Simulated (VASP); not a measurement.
Input of a VASP 6.6.1 run:

Contents of INCAR:

```
SYSTEM = MgS
PREC = Accurate
ENCUT = 520
EDIFF = 1E-6
ISMEAR = 0
SIGMA = 0.01
LREAL = .False.
LASPH = .True.
NELM = 100
ALGO = Normal
ISIF = 2
LWAVE = .False.
LCHARG = .False.
GGA = PS
NBANDS = 11
```

KPOINTS

```
Automatic mesh
0
Gamma
  5 5 5
  0 0 0
```

File POSCAR:

```
MgS
1.0
    0.0000000000      2.9067402837      2.9067402837
    2.9067402837      0.0000000000      2.9067402837
    2.9067402837      2.9067402837      0.0000000000
Mg S
1 1
Direct
    0.0000000000      0.0000000000      0.0000000000
    0.7500000000      0.7500000000      0.7500000000
```

Potentials or basis: VASP PAW PBE potentials, release 64 (Mg, S).

Launch:

```console
$ cat potpaw_PBE.64/Mg/POTCAR potpaw_PBE.64/S/POTCAR > POTCAR
$ mpirun -np 1 vasp_std > vasp.out
```

**Question.** Estimate the pressure.

**Answer.** -4.2 GPa.

**Question.** Predict the band gap on the k mesh.

**Answer.** 2.92 eV, direct.

Caveat: the PAW data sets were made with another functional, which shifts forces and pressure a little.
